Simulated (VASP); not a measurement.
# Sn (Im-3m) in VASP: notebook

The runs below take Sn through single point, with LDA, BLYP+D3(BJ), r2SCAN+D4.

All numbers are computed with VASP 6.6.1; they aren't measurements. Logs are shortened: lines on timing, memory, paths and dates and some standing lists are left out, and cuts for length are marked.

## 1. The cell of the first run

The structure is cubic, space group Im-3m (No. 229). Conventional cell: a = 3.702 Å, b = 3.702 Å, c = 3.702 Å, α = 90.00°, β = 90.00°, γ = 90.00°. Within 4.2 Å of Sn (site symmetry m-3m) lie 14 Sn at 3.21 to 3.70 Å.

## 2. Single point, LDA

Contents of INCAR:

```
PREC     = Accurate       # precision mode
ENCUT    = 520            # plane-wave cutoff, eV
EDIFF    = 1E-6           # SCF threshold, eV
ISMEAR   = -1             # smearing method
SIGMA    = 0.1            # smearing width, eV
LREAL    = F              # projectors in reciprocal space
LASPH    = T              # aspherical terms in the spheres
NELM     = 60             # most SCF steps
ALGO     = Normal         # electronic algorithm
ISIF     = 2              # what is computed and relaxed
LWAVE    = F              # write WAVECAR
LCHARG   = F              # write CHGCAR
GGA      = CA             # functional
NBANDS   = 13             # bands
```

Contents of KPOINTS:

```
Automatic mesh
0
Gamma
  9 9 9
```

Contents of POSCAR:

```
Sn
1.0
   -1.8509946885      1.8509946885      1.8509946885
    1.8509946885     -1.8509946885      1.8509946885
    1.8509946885      1.8509946885     -1.8509946885
Sn
1
Direct
    0.0000000000      0.0000000000      0.0000000000
```

Potentials or basis: VASP PAW LDA potentials, release 64 (Sn_d).

On the command line:

```sh
cat potpaw_LDA.64/Sn_d/POTCAR > POTCAR
mpirun -np 1 vasp_std > vasp.out
```

OUTCAR:

```text
PREC = Accurate
   ENCUT = 520
   EDIFF = 1E-6
   ISMEAR = -1
   LREAL = F
   LASPH = T
   NELM = 60
   ISIF = 2
   GGA = CA

 ion  position               nearest neighbor table
   1  0.000  0.000  0.000-

  LATTYP: Found a body centered cubic cell.
 ALAT       =     3.7019893770

  Lattice vectors:

 A1 = (  -1.8509946885,   1.8509946885,   1.8509946885)
 A2 = (   1.8509946885,  -1.8509946885,   1.8509946885)
 A3 = (   1.8509946885,   1.8509946885,  -1.8509946885)

Analysis of symmetry for initial positions (statically):
=====================================================================
 Subroutine PRICEL returns:
 Original cell was already a primitive cell.

 Routine SETGRP: Setting up the symmetry group for a
 body centered cubic supercell.

 Subroutine GETGRP returns: Found 48 space group operations
 (whereof 48 operations were pure point group operations)
 out of a pool of 48 trial point group operations.

The static configuration has the point symmetry O_h .

Analysis of symmetry for dynamics (positions and initial velocities):
=====================================================================
 Subroutine PRICEL returns:
 Original cell was already a primitive cell.

 Routine SETGRP: Setting up the symmetry group for a
 body centered cubic supercell.

 Subroutine GETGRP returns: Found 48 space group operations
 (whereof 48 operations were pure point group operations)
 out of a pool of 48 trial point group operations.

The dynamic configuration has the point symmetry O_h .

 Subroutine INISYM returns: Found 48 space group operations
 (whereof 48 operations are pure point group operations),
 and found     1 'primitive' translations

----------------------------------------------------------------------------------------

                                     Primitive cell

  volume of cell :      25.3674

  direct lattice vectors                    reciprocal lattice vectors
    -1.850994688  1.850994688  1.850994688     0.000000000  0.270125032  0.270125032
     1.850994688 -1.850994688  1.850994688     0.270125032  0.000000000  0.270125032
     1.850994688  1.850994688 -1.850994688     0.270125032  0.270125032  0.000000000

  length of vectors
     3.206016845  3.206016845  3.206016845     0.382014484  0.382014484  0.382014484

  position of ions in fractional coordinates (direct lattice)
     0.000000000  0.000000000  0.000000000

  ion indices of the primitive-cell ions
   primitive index   ion index
                 1           1

----------------------------------------------------------------------------------------

 KPOINTS: Automatic mesh

Automatic generation of k-mesh.
 Grid dimensions read from file:
 generate k-points for:    9    9    9

 Generating k-lattice:

  Cartesian coordinates                     Fractional coordinates (reciprocal lattice)
     0.000000000  0.030013892  0.030013892     0.111111111  0.000000000  0.000000000
     0.030013892  0.000000000  0.030013892     0.000000000  0.111111111  0.000000000
     0.030013892  0.030013892  0.000000000     0.000000000  0.000000000  0.111111111

  Length of vectors
     0.042446054  0.042446054  0.042446054

  Shift w.r.t. Gamma in fractional coordinates (k-lattice)
     0.000000000  0.000000000  0.000000000

 Subroutine IBZKPT returns following result:
 ===========================================

 Found     35 irreducible k-points:

 Following reciprocal coordinates:
            Coordinates               Weight
  0.000000  0.000000  0.000000      1.000000
  0.111111  0.000000  0.000000     12.000000
  0.222222  0.000000  0.000000     12.000000
  0.333333  0.000000  0.000000     12.000000
  0.444444  0.000000  0.000000     12.000000
  0.111111  0.111111  0.000000     24.000000
[... 16 lines left out ...]
 -0.333333  0.444444  0.111111     48.000000
 -0.444444 -0.444444  0.111111     24.000000
 [... further k-points ...]
   k-points           NKPTS =     35   k-points in BZ     NKDIM =     35   number of bands    NBANDS=     13
   number of dos      NEDOS =    301   number of ions     NIONS =      1
   total plane-waves  NPLWV =  13824
   dimension x,y,z NGX =    24 NGY =   24 NGZ =   24
   dimension x,y,z NGXF=    48 NGYF=   48 NGZF=   48
   ions per type =               1
   NGX,Y,Z   is equivalent  to a cutoff of  12.45, 12.45, 12.45 a.u.
   NGXF,Y,Z  is equivalent  to a cutoff of  24.89, 24.89, 24.89 a.u.
 SYSTEM =  unknown system
   PREC   = accura    normal or accurate (medium, high low for compatibility)
   ISTART =      0    job   : 0-new  1-cont  2-samecut
   ICHARG =      2    charge: 1-file 2-atom 10-const
   ISPIN  =      1    spin polarized calculation?
   LNONCOLLINEAR =      F non collinear calculations
   LSORBIT =      F    spin-orbit coupling
   LASPH  =      T    aspherical Exc in radial PAW
   ENCUT  =  520.0 eV  38.22 Ry    6.18 a.u.   5.96  5.96  5.96*2*pi/ulx,y,z
   NELM   =     60;   NELMIN=  2; NELMDL= -5     # of ELM steps
   EDIFF  = 0.1E-05   stopping-criterion for ELM
   LREAL  =      F    real-space projection
   EDIFFG = 0.1E-04   stopping-criterion for IOM
   NSW    =      0    number of steps for IOM
   IBRION =     -1    ionic relax: 0-MD 1-quasi-New 2-CG
   NFREE  =      0    steps in history (QN), initial steepest desc. (CG)
   ISIF   =      2    stress and relaxation
   ISYM   =      2    0-nonsym 1-usesym 2-fastsym
   POTIM  = 0.5000    time-step for ionic-motion
   TEBEG  =    0.0;   TEEND  =   0.0 temperature during run
   PSTRESS=    0.0 pullay stress
   NELECT =      14.0000    total number of electrons
   NUPDOWN=      -1.0000    fix difference up-down
   EMIN   =  10.00;   EMAX   =-10.00  energy-range for DOS
   EFERMI =   0.00;   METHOD = LEGACY
   ISMEAR =    -1;   SIGMA  =   0.10  broadening in eV -4-tet -1-fermi 0-gaus
   EFERMI_NEDOS =   21; number of points for ismear=-14 and -15
   IALGO  =     38    algorithm
   IMIX   =      4    mixing-type and parameters
     AMIX     =   0.40;   BMIX     =  1.00
     AMIX_MAG =   1.60;   BMIX_MAG =  1.00
  volume/ion in A,a.u.               =      25.37       171.19
  Fermi-wavevector in a.u.,A,eV,Ry     =   1.342844  2.537608 24.534446  1.803231
  Thomas-Fermi vector in A             =   2.470966
   LORBIT       =      0    0 simple, 1 ext, 2 COOP (PROOUT), +10 PAW based schemes
   GGA     = CA    functional components
   LHFCALC =     F    Hartree Fock is set to
   AEXX    =    0.0000 exact exchange contribution
   IVDW    =     0    specifies the selected vdW correction
   LEPSILON=     F    determine dielectric tensor
   LRPA    =     F    only Hartree local field effects (RPA)
 non-spin polarized calculation
  energy-cutoff  :      520.00
  volume of cell :       25.37
 maximum number of plane-waves:       712
   NGX = 11   NGY = 11   NGZ = 11

 number of electron      13.9999998 magnetization

 Free energy of the ion-electron system (eV)
  ---------------------------------------------------
  ext. energy  EPLUGINS =         0.00000000
  ---------------------------------------------------
  free energy    TOTEN  =        -4.46136431 eV

  energy without entropy =       -4.44254267  energy(sigma->0) =       -4.45195349

 E-fermi :   8.5505     XC(G=0): -10.9350

 val. band max:        8.4521531128   @ k =  -0.4444   0.4444   0.4444
 cond. band min:       8.5744665549   @ k =  -0.3333   0.4444   0.2222
 fundamental gap:      0.1223134421
 Fermi energy:         8.5504632795

 k-point     1 :       0.0000    0.0000    0.0000
  band No.  band energies     occupation
      1     -12.8304      2.00000
      2     -12.8304      2.00000
      3     -12.8304      2.00000
      4     -12.6565      2.00000
      5     -12.6565      2.00000
      6      -2.9421      2.00000
      7      17.1641      0.00000
      8      17.1641      0.00000
      9      17.1641      0.00000
     10      21.0284      0.00000
     11      21.0284      0.00000
     12      21.0284      0.00000
     13      22.0045      0.00000

 k-point     2 :       0.1111    0.0000    0.0000
  band No.  band energies     occupation
      1     -12.8373      2.00000
      2     -12.8212      2.00000
      3     -12.7988      2.00000
      4     -12.6640      2.00000
      5     -12.6573      2.00000
      6      -2.6572      2.00000
      7      14.9757      0.00000
      8      16.1471      0.00000
      9      16.7558      0.00000
     10      19.4005      0.00000
     11      19.7533      0.00000
     12      20.7222      0.00000
     13      22.8060      0.00000

 k-point     3 :       0.2222    0.0000    0.0000
  band No.  band energies     occupation
      1     -12.8547      2.00000
      2     -12.8044      2.00000
      3     -12.7176      2.00000
      4     -12.6777      2.00000
      5     -12.6593      2.00000
      6      -1.7992      2.00000
      7      11.2332      0.00000
      8      14.5166      0.00000
      9      15.7931      0.00000
     10      18.2407      0.00000
     11      18.5358      0.00000
     12      21.1637      0.00000
     13      23.4071      0.00000

 k-point     4 :       0.3333    0.0000    0.0000
  band No.  band energies     occupation
      1     -12.8745      2.00000
      2     -12.8031      2.00000
      3     -12.6779      2.00000
      4     -12.6615      2.00000
      5     -12.6235      2.00000
      6      -0.3733      2.00000
      7       7.6701      1.99970
      8      13.2301      0.00000
      9      14.8933      0.00000
     10      17.5102      0.00000
     11      17.7306      0.00000
     12      22.4118      0.00000
     13      24.1573      0.00000

 k-point     5 :       0.4444    0.0000    0.0000
  band No.  band energies     occupation
      1     -12.8873      2.00000
      2     -12.8131      2.00000
      3     -12.6684      2.00000
      4     -12.6628      2.00000
      5     -12.5610      2.00000
      6       1.5062      2.00000
      7       4.6882      2.00000
      8      12.5417      0.00000
      9      14.3917      0.00000
     10      17.1586      0.00000
     11      17.3323      0.00000
     12      23.9215      0.00000
     13      24.9275      0.00000
[... 257 lines left out ...]
 k-point    22 :      -0.4444    0.4444    0.1111
  band No.  band energies     occupation
      1     -12.8523      2.00000
      2     -12.8002      2.00000
      3     -12.6875      2.00000
      4     -12.6746      2.00000
      5     -12.5642      2.00000
      6       1.7724      2.00000
      7       4.9738      2.00000
      8      11.6059      0.00000
      9      13.3025      0.00000
     10      18.4256      0.00000
     11      18.6817      0.00000
     12      21.0205      0.00000
     13      22.9978      0.00000

 k-point    23 :      -0.3333    0.4444    0.1111
  band No.  band energies     occupation
      1     -12.8197      2.00000
      2     -12.7757      2.00000
      3     -12.7049      2.00000
      4     -12.6824      2.00000
      5     -12.5956      2.00000
      6       1.2864      2.00000
      7       6.7539      2.00000
      8       9.6077      0.00005
      9      14.0042      0.00000
     10      17.5038      0.00000
     11      18.9086      0.00000
     12      22.3513      0.00000
     13      22.9310      0.00000

 k-point    24 :      -0.4444   -0.4444    0.1111
  band No.  band energies     occupation
      1     -12.8237      2.00000
      2     -12.7814      2.00000
      3     -12.7135      2.00000
      4     -12.6681      2.00000
      5     -12.5704      2.00000
      6       2.7961      2.00000
      7       4.7585      2.00000
      8       9.2545      0.00175
      9      13.8471      0.00000
     10      17.8611      0.00000
     11      19.8112      0.00000
     12      20.3960      0.00000
     13      22.6465      0.00000

 [... further k-points ...]

------------------------ aborting loop because EDIFF is reached ----------------------------------------

  FORCE on cell =-STRESS in cart. coord.  units (eV):
  Direction    XX          YY          ZZ          XY          YZ          ZX
  --------------------------------------------------------------------------------------
  -------------------------------------------------------------------------------------
  Total       -0.0030371     -0.0030371     -0.0030371     -0.0000000      0.0000000     -0.0000000
  in kB       -0.1918212     -0.1918212     -0.1918212     -0.0000000      0.0000000     -0.0000000
  external PRESSURE =      -0.1918212 kB  Pullay stress =       0.0000000 kB

 VOLUME and BASIS-vectors are now :
 -----------------------------------------------------------------------------
  energy-cutoff  :      520.00
  volume of cell :       25.37
      direct lattice vectors                 reciprocal lattice vectors
    -1.850994688  1.850994688  1.850994688     0.000000000  0.270125032  0.270125032
     1.850994688 -1.850994688  1.850994688     0.270125032  0.000000000  0.270125032
     1.850994688  1.850994688 -1.850994688     0.270125032  0.270125032  0.000000000

 POSITION                                       TOTAL-FORCE (eV/Angst)
 -----------------------------------------------------------------------------------
      0.00000      0.00000      0.00000        -0.000000      0.000000     -0.000000
 -----------------------------------------------------------------------------------
    total drift:                                0.000000      0.000000     -0.000000

  FREE ENERGIE OF THE ION-ELECTRON SYSTEM (eV)
  ---------------------------------------------------
  free  energy   TOTEN  =        -4.4613643123 eV

  energy  without entropy=       -4.4425426706  energy(sigma->0) =       -4.45195349
```

Run time: 3.8 s. Hardware: 1 thread of Intel Xeon 6975P-C, shared host; peak memory 0.13 GiB.

Results:

* Free energy: -4.4614 eV
* Pressure: 0.0 GPa
* Band gap on the k mesh: zero (band 7 reaches 17.16 eV, above the bottom of band 8 at 6.01 eV)

Caveat: spin-orbit coupling is left out, which moves the levels of the heavy elements.

(Continued in part 2 of 2.)
